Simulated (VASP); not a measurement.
# CaS (Fm-3m) in VASP: further runs, part 2 of 2

VASP 6.6.1. Earlier steps stand in the parts before.

**3. Single point, PBE+D3(BJ)**

INCAR

```
PREC     = Accurate       # precision mode
ENCUT    = 500            # plane-wave cutoff, eV
EDIFF    = 1E-6           # SCF threshold, eV
ISMEAR   = 0              # smearing method
SIGMA    = 0.032          # smearing width, eV
LREAL    = F              # projectors in reciprocal space
LASPH    = T              # aspherical terms in the spheres
NELM     = 120            # most SCF steps
ALGO     = Normal         # electronic algorithm
ISIF     = 2              # what is computed and relaxed
LWAVE    = F              # write WAVECAR
LCHARG   = F              # write CHGCAR
GGA      = PE             # functional
IVDW     = 12             # dispersion correction
NBANDS   = 15             # bands
GGA_COMPAT= F
```

KPOINTS

```
regular mesh
0
Gamma
  4 4 4
```

POSCAR

```
CaS
1.0
    0.0000000000      2.8523742917      2.8523742917
    2.8523742917      0.0000000000      2.8523742917
    2.8523742917      2.8523742917      0.0000000000
Ca S
1 1
Direct
    0.0000000000      0.0000000000      0.0000000000
    0.5000000000      0.5000000000      0.5000000000
```

Potentials or basis: VASP PAW PBE potentials, release 64 (Ca_sv, S).

Run with:

```console
cat potpaw_PBE.64/Ca_sv/POTCAR potpaw_PBE.64/S/POTCAR > POTCAR
mpirun -np 1 vasp_std > vasp.out
```

OUTCAR:

```text
PREC = Accurate
   ENCUT = 500
   EDIFF = 1E-6
   ISMEAR = 0
   LREAL = F
   LASPH = T
   NELM = 120
   ISIF = 2
   GGA = PE
   IVDW = 12
 IVDW          = 12

 ion  position               nearest neighbor table
   1  0.000  0.000  0.000-   2 2.85   2 2.85   2 2.85   2 2.85   2 2.85   2 2.85
   2  0.500  0.500  0.500-   1 2.85   1 2.85   1 2.85   1 2.85   1 2.85   1 2.85

  LATTYP: Found a face centered cubic cell.
 ALAT       =     5.7047485834

  Lattice vectors:

 A1 = (   0.0000000000,   2.8523742917,   2.8523742917)
 A2 = (   2.8523742917,   0.0000000000,   2.8523742917)
 A3 = (   2.8523742917,   2.8523742917,   0.0000000000)

Analysis of symmetry for initial positions (statically):
=====================================================================
 Subroutine PRICEL returns:
 Original cell was already a primitive cell.

 Routine SETGRP: Setting up the symmetry group for a
 face centered cubic supercell.

 Subroutine GETGRP returns: Found 48 space group operations
 (whereof 48 operations were pure point group operations)
 out of a pool of 48 trial point group operations.

The static configuration has the point symmetry O_h .

Analysis of symmetry for dynamics (positions and initial velocities):
=====================================================================
 Subroutine PRICEL returns:
 Original cell was already a primitive cell.

 Routine SETGRP: Setting up the symmetry group for a
 face centered cubic supercell.

 Subroutine GETGRP returns: Found 48 space group operations
 (whereof 48 operations were pure point group operations)
 out of a pool of 48 trial point group operations.

The dynamic configuration has the point symmetry O_h .

 Subroutine INISYM returns: Found 48 space group operations
 (whereof 48 operations are pure point group operations),
 and found     1 'primitive' translations

----------------------------------------------------------------------------------------

                                     Primitive cell

  volume of cell :      46.4141

  direct lattice vectors                    reciprocal lattice vectors
     0.000000000  2.852374292  2.852374292    -0.175292563  0.175292563  0.175292563
     2.852374292  0.000000000  2.852374292     0.175292563 -0.175292563  0.175292563
     2.852374292  2.852374292  0.000000000     0.175292563  0.175292563 -0.175292563

  length of vectors
     4.033866408  4.033866408  4.033866408     0.303615625  0.303615625  0.303615625

  position of ions in fractional coordinates (direct lattice)
     0.000000000  0.000000000  0.000000000
     0.500000000  0.500000000  0.500000000

  ion indices of the primitive-cell ions
   primitive index   ion index
                 1           1
                 2           2

----------------------------------------------------------------------------------------

 KPOINTS: regular mesh

Automatic generation of k-mesh.
 Grid dimensions read from file:
 generate k-points for:    4    4    4

 Generating k-lattice:

  Cartesian coordinates                     Fractional coordinates (reciprocal lattice)
    -0.043823141  0.043823141  0.043823141     0.250000000  0.000000000  0.000000000
     0.043823141 -0.043823141  0.043823141     0.000000000  0.250000000  0.000000000
     0.043823141  0.043823141 -0.043823141     0.000000000  0.000000000  0.250000000

[... 23 lines left out ...]
   total plane-waves  NPLWV =  27000
   dimension x,y,z NGX =    30 NGY =   30 NGZ =   30
   dimension x,y,z NGXF=    60 NGYF=   60 NGZF=   60
   ions per type =               1   1
   NGX,Y,Z   is equivalent  to a cutoff of  12.36, 12.36, 12.36 a.u.
   NGXF,Y,Z  is equivalent  to a cutoff of  24.73, 24.73, 24.73 a.u.
 SYSTEM =  unknown system
   PREC   = accura    normal or accurate (medium, high low for compatibility)
   ISTART =      0    job   : 0-new  1-cont  2-samecut
   ICHARG =      2    charge: 1-file 2-atom 10-const
   ISPIN  =      1    spin polarized calculation?
   LNONCOLLINEAR =      F non collinear calculations
   LSORBIT =      F    spin-orbit coupling
   LASPH  =      T    aspherical Exc in radial PAW
   ENCUT  =  500.0 eV  36.75 Ry    6.06 a.u.   7.35  7.35  7.35*2*pi/ulx,y,z
   NELM   =    120;   NELMIN=  2; NELMDL= -5     # of ELM steps
   EDIFF  = 0.1E-05   stopping-criterion for ELM
   LREAL  =      F    real-space projection
   EDIFFG = 0.1E-04   stopping-criterion for IOM
   NSW    =      0    number of steps for IOM
   IBRION =     -1    ionic relax: 0-MD 1-quasi-New 2-CG
   NFREE  =      0    steps in history (QN), initial steepest desc. (CG)
   ISIF   =      2    stress and relaxation
   ISYM   =      2    0-nonsym 1-usesym 2-fastsym
   POTIM  = 0.5000    time-step for ionic-motion
   TEBEG  =    0.0;   TEEND  =   0.0 temperature during run
   PSTRESS=    0.0 pullay stress
   NELECT =      16.0000    total number of electrons
   NUPDOWN=      -1.0000    fix difference up-down
   EMIN   =  10.00;   EMAX   =-10.00  energy-range for DOS
   EFERMI =   0.00;   METHOD = LEGACY
   ISMEAR =     0;   SIGMA  =   0.03  broadening in eV -4-tet -1-fermi 0-gaus
   EFERMI_NEDOS =   21; number of points for ismear=-14 and -15
   IALGO  =     38    algorithm
   IMIX   =      4    mixing-type and parameters
     AMIX     =   0.40;   BMIX     =  1.00
     AMIX_MAG =   1.60;   BMIX_MAG =  1.00
  volume/ion in A,a.u.               =      23.21       156.61
  Fermi-wavevector in a.u.,A,eV,Ry     =   1.147885  2.169188 17.927575  1.317640
  Thomas-Fermi vector in A             =   2.284563
   LORBIT       =      0    0 simple, 1 ext, 2 COOP (PROOUT), +10 PAW based schemes
   GGA     = PE    functional components
   LHFCALC =     F    Hartree Fock is set to
   AEXX    =    0.0000 exact exchange contribution
   IVDW    =    12    specifies the selected vdW correction
   LEPSILON=     F    determine dielectric tensor
   LRPA    =     F    only Hartree local field effects (RPA)
 non-spin polarized calculation
 Gauss-broadening in eV      SIGMA  =   0.03
  energy-cutoff  :      500.00
  volume of cell :       46.41
 maximum number of plane-waves:      1243
 NGX is ok and might be reduce to    30
   NGX = 15   NGY = 15   NGZ = 15

 number of electron      16.0000004 magnetization

 Free energy of the ion-electron system (eV)
  ---------------------------------------------------
  ext. energy  EPLUGINS =         0.00000000
  ---------------------------------------------------
  free energy    TOTEN  =       -10.35348291 eV

  energy without entropy =      -10.35348291  energy(sigma->0) =      -10.35348291

 E-fermi :   2.8794     XC(G=0):  -9.2902

 val. band max:        2.7014938360   @ k =   0.0000   0.0000   0.0000
 cond. band min:       5.0619842005   @ k =   0.5000   0.5000   0.0000
 fundamental gap:      2.3604903645
 Fermi energy:         2.8793809074

 k-point     1 :       0.0000    0.0000    0.0000
  band No.  band energies     occupation
      1     -36.5274      2.00000
      2     -17.5065      2.00000
      3     -17.5065      2.00000
      4     -17.5065      2.00000
      5      -8.6067      2.00000
      6       2.7015      2.00000
      7       2.7015      2.00000
      8       2.7015      2.00000
      9       6.8131      0.00000
     10       6.8571      0.00000
     11       6.8571      0.00000
     12       6.8571      0.00000
     13       7.4458      0.00000
     14       7.4458      0.00000
[... 113 lines left out ...]
      2     -17.5900      2.00000
      3     -17.5900      2.00000
      4     -17.5637      2.00000
      5      -7.8735      2.00000
      6       0.9288      2.00000
      7       0.9288      2.00000
      8       1.1606      2.00000
      9       7.5143      0.00000
     10       7.5143      0.00000
     11       8.6748      0.00000
     12       9.0969      0.00000
     13       9.4654      0.00000
     14      11.9618      0.00000
     15      12.7548      0.00000

------------------------ aborting loop because EDIFF is reached ----------------------------------------

 Edisp (eV)   -0.66563

 E8    (eV) :    -0.2939

  FORCE on cell =-STRESS in cart. coord.  units (eV):
  Direction    XX          YY          ZZ          XY          YZ          ZX
  --------------------------------------------------------------------------------------
  -------------------------------------------------------------------------------------
  Total      -0.55079    -0.55079    -0.55079    -0.00000    -0.00000     0.00000
  in kB     -19.01276   -19.01276   -19.01276    -0.00000    -0.00000     0.00000
  external pressure =      -19.01 kB  Pullay stress =        0.00 kB

 VOLUME and BASIS-vectors are now :
 -----------------------------------------------------------------------------
  energy-cutoff  :      500.00
  volume of cell :       46.41
      direct lattice vectors                 reciprocal lattice vectors
     0.000000000  2.852374292  2.852374292    -0.175292563  0.175292563  0.175292563
     2.852374292  0.000000000  2.852374292     0.175292563 -0.175292563  0.175292563
     2.852374292  2.852374292  0.000000000     0.175292563  0.175292563 -0.175292563

 POSITION                                       TOTAL-FORCE (eV/Angst)
 -----------------------------------------------------------------------------------
      0.00000      0.00000      0.00000         0.000000     -0.000000      0.000000
      2.85237      2.85237      2.85237        -0.000000      0.000000     -0.000000
 -----------------------------------------------------------------------------------
    total drift:                               -0.000000      0.000000      0.000000

  FREE ENERGIE OF THE ION-ELECTRON SYSTEM (eV)
  ---------------------------------------------------
  free  energy   TOTEN  =       -11.0191099490 eV

  energy  without entropy=      -11.0191099490  energy(sigma->0) =      -11.01910995
```

It took 9.4 s on 1 thread of Intel Xeon 8259CL, shared host; peak memory 0.17 GiB.

Results:

* Free energy: -11.0191 eV
* Pressure: -1.9 GPa
* Band gap on the k mesh: 2.36 eV, indirect (least direct gap 3.16 eV)
* Dispersion energy per atom: -0.333 eV

Levels at points of the mesh, in eV from the valence-band top:
```tsv
k point	band 5	band 6	band 7	band 8	band 9	band 10	band 11	band 12
(0.00, 0.00, 0.00)	-11.31	0.00	0.00	0.00	4.11	4.16	4.16	4.16
(0.50, 0.00, 0.00)	-10.51	-3.08	-1.15	-1.15	5.20	6.04	6.17	6.17
(0.50, 0.50, 0.00)	-10.69	-2.27	-0.80	-0.80	2.36	5.58	5.99	6.74
```

Caveat: the k points lie up to 0.48 Å⁻¹ apart; three body term missing. As with any semilocal functional, this PBE gap is likely too small.

**4. Relaxation of the atoms, PBE**

INCAR

```
PREC = Accurate ; ENCUT = 450
EDIFF = 1E-7 ; ISMEAR = 0
SIGMA = 0.1 ; LREAL = F
LASPH = T ; NELM = 120
ALGO = Normal ; ISIF = 2
LWAVE = F ; LCHARG = F
GGA = PE ; IBRION = 2
NSW = 50 ; EDIFFG = -0.003
ISYM = 0 ; GGA_COMPAT = F
NELMIN = 4
```

KPOINTS

```
regular mesh
0
Gamma
  3 5 1
```

POSCAR is that of step 3.

Run with:

```console
cat potpaw_PBE.64/Ca_sv/POTCAR potpaw_PBE.64/S/POTCAR > POTCAR
mpirun -np 1 vasp_std > vasp.out
```

It took 9.9 s on 1 thread of Intel Xeon 8259CL, shared host; peak memory 0.15 GiB.

Results (log left out):

- Free energy: -9.4575 eV
- Pressure after relaxing: 3.5 GPa
- Band gap on the k mesh: 2.62 eV, indirect (least direct gap 3.45 eV)

Final structure:
```cif
data_structure
_symmetry_space_group_name_H-M 'P 1'
_symmetry_Int_Tables_number 1
_cell_length_a 4.0339
_cell_length_b 4.0339
_cell_length_c 4.0339
_cell_angle_alpha 60.000
_cell_angle_beta 60.000
_cell_angle_gamma 60.000
_cell_volume 46.41
loop_
_atom_site_label
_atom_site_type_symbol
_atom_site_fract_x
_atom_site_fract_y
_atom_site_fract_z
_atom_site_occupancy
Ca1 Ca 0.00000 0.00000 0.00000 1
S1 S 0.50000 0.50000 0.50000 1
```

Levels at points of the mesh, in eV from the valence-band top:
```csv
k point,band 5,band 6,band 7,band 8,band 9,band 10,band 11,band 12
"(0.00, 0.00, 0.00)",-11.33,-0.06,-0.05,0.00,3.93,3.97,4.00,4.09
```

Caveat: the k points lie up to 1.91 Å⁻¹ apart; the relaxation stopped at its first step, so nothing moved.

**5. Summary**

```tsv
task	level	cell	k mesh	cutoff (eV)	smearing	gap on the mesh (eV)	pressure (GPa)
single point	PBE	as given	4 × 4 × 4	500	gaussian 0.1 eV	2.36	0.5
single point	PBE+D3(BJ)	as given	4 × 4 × 4	500	gaussian 0.032 eV	2.36	-1.9
relaxation of the atoms	PBE	atoms relaxed	3 × 5 × 1	450	gaussian 0.1 eV	2.62	3.5
```

Alike in all rows: potentials or basis VASP PAW PBE potentials, release 64 (Ca_sv, S); no spin polarisation.

Caveats: all runs use coarse meshes; three body term missing (some runs); the relaxation stopped at its first step, so nothing moved (some runs).

Absolute energies hang on the potentials; compare differences alone.
